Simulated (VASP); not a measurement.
# Sb (R-3m) in VASP: further runs, part 2 of 2

VASP 6.6.1.

## (3) Electric field gradients, PBEsol (zz strain of +2 %)

Input file INCAR:

```
SYSTEM = Sb
PREC = Accurate
ENCUT = 400
EDIFF = 1E-8
ISMEAR = -1
SIGMA = 0.05
LREAL = .FALSE.
LASPH = .TRUE.
NELM = 120
ALGO = Normal
ISIF = 2
LWAVE = .FALSE.
LCHARG = .FALSE.
GGA = PS
LEFG = .TRUE.
NBANDS = 22
GGA_COMPAT = .FALSE.
```

Input file KPOINTS:

```
Automatic mesh
0
G
  9 9 9
  0 0 0
```

Input file POSCAR:

```
Sb
1.0
    2.1506003320      1.2416496806      3.8188800000
   -2.1506003320      1.2416496806      3.8188800000
    0.0000000000     -2.4832993611      3.8188800000
Sb
2
Direct
    0.2336400000      0.2336400000      0.2336400000
    0.7663600000      0.7663600000      0.7663600000
```

Potentials or basis: VASP PAW PBE potentials, release 64 (Sb_d_GW).

Started as:

```
> cat potpaw_PBE.64/Sb_d_GW/POTCAR > POTCAR
> mpirun -np 1 vasp_std > vasp.out
```

OUTCAR:

```text
SYSTEM = Sb
   PREC = Accurate
   ENCUT = 400
   EDIFF = 1E-8
   ISMEAR = -1
   LREAL = .FALSE.
   LASPH = .TRUE.
   NELM = 120
   ISIF = 2
   GGA = PS

 ion  position               nearest neighbor table
   1  0.234  0.234  0.234-   2 2.92   2 2.92   2 2.92   2 3.37   2 3.37   2 3.37
   2  0.766  0.766  0.766-   1 2.92   1 2.92   1 2.92   1 3.37   1 3.37   1 3.37

  LATTYP: Found a trigonal (rhomboedric) cell.
 ALAT       =     4.5552848618
 COS(alpha) =     0.5542223076

  Lattice vectors:

 A1 = (   2.1506003320,   1.2416496806,   3.8188800000)
 A2 = (  -2.1506003320,   1.2416496806,   3.8188800000)
 A3 = (   0.0000000000,  -2.4832993611,   3.8188800000)

Analysis of symmetry for initial positions (statically):
=====================================================================
 Subroutine PRICEL returns:
 Original cell was already a primitive cell.

 Routine SETGRP: Setting up the symmetry group for a
[... 789 lines left out ...]
  energy-cutoff  :      400.00
  volume of cell :       61.19
      direct lattice vectors                 reciprocal lattice vectors
     2.150600332  1.241649681  3.818880000     0.232493222  0.134230024  0.087285627
    -2.150600332  1.241649681  3.818880000    -0.232493222  0.134230024  0.087285627
     0.000000000 -2.483299361  3.818880000     0.000000000 -0.268460048  0.087285627

 POSITION                                       TOTAL-FORCE (eV/Angst)
 -----------------------------------------------------------------------------------
      0.00000      0.00000      2.67673         0.000000      0.000000      0.013830
      0.00000      0.00000      8.77991         0.000000     -0.000000     -0.013830
 -----------------------------------------------------------------------------------
    total drift:                               -0.000000      0.000000      0.000000

  FREE ENERGIE OF THE ION-ELECTRON SYSTEM (eV)
  ---------------------------------------------------
  free  energy   TOTEN  =        -9.1584616751 eV

  energy  without entropy=       -9.1564940987  energy(sigma->0) =       -9.15747789

 Electric field gradients (V/A^2)
---------------------------------------------------------------------
 ion       V_xx      V_yy      V_zz      V_xy      V_xz      V_yz
---------------------------------------------------------------------
   1      19.411    19.411   -38.822     0.000    -0.000    -0.000
   2      19.411    19.411   -38.822     0.000     0.000    -0.000
---------------------------------------------------------------------

 Electric field gradients after diagonalization (V/A^2)
 (convention: |V_zz| > |V_xx| > |V_yy|)
----------------------------------------------------------------------
 ion       V_xx      V_yy      V_zz     asymmetry (V_yy - V_xx)/ V_zz
----------------------------------------------------------------------
   1      19.411    19.411   -38.822       0.000
   2      19.411    19.411   -38.822       0.000
----------------------------------------------------------------------

           NMR quadrupolar parameters

 Cq : quadrupolar parameter    Cq=e*Q*V_zz/h
 eta: asymmetry parameters     (V_yy - V_xx)/ V_zz
 Q  : nuclear electric quadrupole moment in mb (millibarn)
----------------------------------------------------------------------
 ion       Cq(MHz)       eta       Q (mb)
----------------------------------------------------------------------
   1      -0.094       0.000       1.000
   2      -0.094       0.000       1.000
----------------------------------------------------------------------
```

OSZICAR:

```text
N       E                     dE             d eps       ncg     rms          rms(c)
DAV:   1     0.225550540423E+03    0.22555E+03   -0.85108E+03  5164   0.109E+04
DAV:   2     0.213487353528E+02   -0.20420E+03   -0.19639E+03  7312   0.134E+03
DAV:   3    -0.810266658988E+01   -0.29451E+02   -0.29308E+02  7354   0.215E+02
DAV:   4    -0.912295289571E+01   -0.10203E+01   -0.10199E+01  6008   0.296E+01
DAV:   5    -0.917686335911E+01   -0.53910E-01   -0.53908E-01  6408   0.106E+01    0.357E+00
DAV:   6    -0.916466404657E+01    0.12199E-01   -0.36085E-02  7042   0.852E+00    0.217E+00
DAV:   7    -0.915853331144E+01    0.61307E-02   -0.13125E-02  6180   0.682E+00    0.794E-02
DAV:   8    -0.915843264567E+01    0.10067E-03   -0.17888E-03  6084   0.235E+00    0.487E-02
DAV:   9    -0.915845898839E+01   -0.26343E-04   -0.55730E-05  6584   0.176E-01    0.169E-02
DAV:  10    -0.915846163307E+01   -0.26447E-05   -0.71291E-06  6208   0.104E-01    0.154E-03
DAV:  11    -0.915846175419E+01   -0.12111E-06   -0.44216E-07  5570   0.663E-03    0.108E-03
DAV:  12    -0.915846168264E+01    0.71544E-07   -0.60469E-08  4576   0.687E-03    0.185E-04
DAV:  13    -0.915846166751E+01    0.15136E-07   -0.89408E-09  2920   0.162E-03    0.862E-05
DAV:  14    -0.915846167507E+01   -0.75588E-08   -0.19396E-09  3064   0.291E-03
   1 F= -.91584617E+01 E0= -.91574779E+01  d E =-.196758E-02
```

stdout:

```text
POSCAR found type information on POSCAR Sb
 POSCAR found :  1 types and       2 ions
 scaLAPACK will be used
 -----------------------------------------------------------------------------
|                                                                             |
|                                                                             |
|     You enforced a specific xc type in the INCAR file but a different       |
|     I HOPE YOU KNOW WHAT YOU ARE DOING!                                     |
|                                                                             |
 -----------------------------------------------------------------------------

 LDA part: xc-table for (Slater+PW92), standard interpolation
 POSCAR, INCAR and KPOINTS ok, starting setup
 FFT: planning ... GRIDC
 FFT: planning ... GRID_SOFT
 FFT: planning ... GRID
 WAVECAR not read
 entering main loop
ion   1

ion   2
```

Wall time 92 s (1 thread of Intel Xeon Platinum 8488C (Sapphire Rapids), shared host); peak memory 0.22 GiB.

What came out:

- Free energy: -9.1585 eV
- Pressure: -0.9 GPa
- Largest force: 0.014 eV/Å
- Largest electric field gradient by atom: Sb -38.8 V/Å²

Forces on the atoms (eV/Å):
```
Sb   0.000  0.000  0.014
Sb   0.000  0.000 -0.014
```

Stress tensor (GPa, compression positive):
```
-0.51  0.00  0.00
 0.00 -0.51  0.00
 0.00  0.00 -1.59
```

Levels at points of the mesh, in eV from the Fermi level:
```tsv
k point	band 12	band 13	band 14	band 15	band 16	band 17	band 18	band 19
(0.00, 0.00, 0.00)	-4.93	-2.15	-1.68	-1.68	2.09	2.68	2.68	5.22
```

Electric field gradients, principal values (V/Å²):
```csv
atom,least,middle,greatest (by size)
1 Sb,19.411,19.411,-38.822
2 Sb,19.411,19.411,-38.822
```

Caveat: the cell differs from its parent crystal (zz strain of +2 %); without QUAD_EFG the Cq values of the log hold for a quadrupole moment of 1 mb, not for the nuclei; the PAW data sets were made with another functional, which shifts forces and pressure a little; spin-orbit coupling is left out, which moves the levels of the heavy elements.

## (4) Electric field gradients, PBEsol (zz strain of +1 %)

Input file INCAR:

```
PREC = Accurate ; ENCUT = 400
EDIFF = 1E-8 ; ISMEAR = -1
SIGMA = 0.05 ; LREAL = False
LASPH = True ; NELM = 120
ALGO = Normal ; ISIF = 2
LWAVE = False ; LCHARG = False
GGA = PS ; LEFG = True
NBANDS = 22 ; GGA_COMPAT = False
```

Input file KPOINTS:

```
Automatic mesh
0
Gamma
  9 9 9
```

Input file POSCAR:

```
Sb
1.0
    2.1506003320      1.2416496806      3.7814400000
   -2.1506003320      1.2416496806      3.7814400000
    0.0000000000     -2.4832993611      3.7814400000
Sb
2
Direct
    0.2336400000      0.2336400000      0.2336400000
    0.7663600000      0.7663600000      0.7663600000
```

Potentials or basis: VASP PAW PBE potentials, release 64 (Sb_d_GW).

Started as:

```
> cat potpaw_PBE.64/Sb_d_GW/POTCAR > POTCAR
> mpirun -np 1 vasp_std > vasp.out
```

OUTCAR:

```text
PREC = Accurate
   ENCUT = 400
   EDIFF = 1E-8
   ISMEAR = -1
   LREAL = False
   LASPH = True
   NELM = 120
   ISIF = 2
   GGA = PS

 ion  position               nearest neighbor table
   1  0.234  0.234  0.234-   2 2.91   2 2.91   2 2.91   2 3.36   2 3.36   2 3.36
   2  0.766  0.766  0.766-   1 2.91   1 2.91   1 2.91   1 3.36   1 3.36   1 3.36

  LATTYP: Found a trigonal (rhomboedric) cell.
 ALAT       =     4.5239434337
 COS(alpha) =     0.5480243055

  Lattice vectors:

 A1 = (   2.1506003320,   1.2416496806,   3.7814400000)
 A2 = (  -2.1506003320,   1.2416496806,   3.7814400000)
[... 813 lines left out ...]
  free  energy   TOTEN  =        -9.1619813704 eV

  energy  without entropy=       -9.1601891274  energy(sigma->0) =       -9.16108525

 Electric field gradients (V/A^2)
---------------------------------------------------------------------
 ion       V_xx      V_yy      V_zz      V_xy      V_xz      V_yz
---------------------------------------------------------------------
   1      21.138    21.138   -42.277     0.000    -0.000    -0.000
   2      21.138    21.138   -42.277     0.000    -0.000    -0.000
---------------------------------------------------------------------

 Electric field gradients after diagonalization (V/A^2)
 (convention: |V_zz| > |V_xx| > |V_yy|)
----------------------------------------------------------------------
 ion       V_xx      V_yy      V_zz     asymmetry (V_yy - V_xx)/ V_zz
----------------------------------------------------------------------
   1      21.138    21.138   -42.277       0.000
   2      21.138    21.138   -42.277       0.000
----------------------------------------------------------------------

           NMR quadrupolar parameters

 Cq : quadrupolar parameter    Cq=e*Q*V_zz/h
 eta: asymmetry parameters     (V_yy - V_xx)/ V_zz
 Q  : nuclear electric quadrupole moment in mb (millibarn)
----------------------------------------------------------------------
 ion       Cq(MHz)       eta       Q (mb)
----------------------------------------------------------------------
   1      -0.102       0.000       1.000
   2      -0.102       0.000       1.000
----------------------------------------------------------------------
```

Wall time 83 s (1 thread of Intel Xeon Platinum 8488C (Sapphire Rapids), shared host); peak memory 0.22 GiB.

What came out:

| Item | Value |
| --- | --- |
| Free energy | -9.1620 eV |
| Pressure | -0.4 GPa |
| Largest force | 0.080 eV/Å |
| Largest electric field gradient by atom | Sb -42.3 V/Å² |

Forces on the atoms (eV/Å):
```
Sb   0.000  0.000  0.080
Sb   0.000  0.000 -0.080
```

Stress tensor (GPa, compression positive):
```
-0.12  0.00  0.00
 0.00 -0.12  0.00
 0.00  0.00 -0.91
```

Electric field gradients, principal values (V/Å²):
```tsv
atom	least	middle	greatest (by size)
1 Sb	21.138	21.138	-42.277
2 Sb	21.138	21.138	-42.277
```

Caveat: the cell differs from its parent crystal (zz strain of +1 %); without QUAD_EFG the Cq values of the log hold for a quadrupole moment of 1 mb, not for the nuclei; the PAW data sets were made with another functional, which shifts forces and pressure a little; spin-orbit coupling is left out, which moves the levels of the heavy elements.

## (5) The runs side by side

| cell | pressure (GPa) | largest force (eV/Å) |
| --- | --- | --- |
| a = 4.432 Å, angles 57.2°, 2 atoms | 2.8 | 0.37 |
| a = 4.555 Å, angles 56.3°, 2 atoms | -0.9 | 0.01 |
| a = 4.524 Å, angles 56.8°, 2 atoms | -0.4 | 0.08 |

Alike in all rows: task electric field gradients; level PBEsol; potentials or basis VASP PAW PBE potentials, release 64 (Sb_d_GW); no spin polarisation; k mesh 9 × 9 × 9; cutoff (eV) 400; smearing fermi-dirac 0.05 eV.

Caveats: the PAW data sets were made with another functional, which shifts forces and pressure a little; spin-orbit coupling is left out, which moves the levels of the heavy elements.

Total energies depend on the potentials used, so only differences within one code and one set of settings carry meaning.
